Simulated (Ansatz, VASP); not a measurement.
## La in VASP and in Ansatz

```
La
1.0
     3.75767    0.00000    0.00000
    -1.87883    3.25424    0.00000
     0.00000    0.00000    6.03535
La
2
Direct
  0.33333 0.66667 0.25000
  0.66667 0.33333 0.75000
```

Change from the starting cell: volume scaled by 0.98.

Alike in both runs: task single point; functional PBE; k mesh 12 × 12 × 7; occupations fermi-dirac, width 0.05 eV; no spin polarisation.

|  | VASP | Ansatz |
| --- | --- | --- |
| version | VASP 6.6.1 | Ansatz 0.2.0 |
| potentials or method | VASP PAW PBE potentials, release 64 (La), cutoff 520 eV | all-electron LAPW, scalar-relativistic |

```tsv
	VASP	Ansatz	Ansatz less VASP
pressure (GPa)	0.6	0.6	-0.05
```

Ansatz ran all-electron here, and VASP with PAW potentials.

Spin-orbit coupling is off throughout.
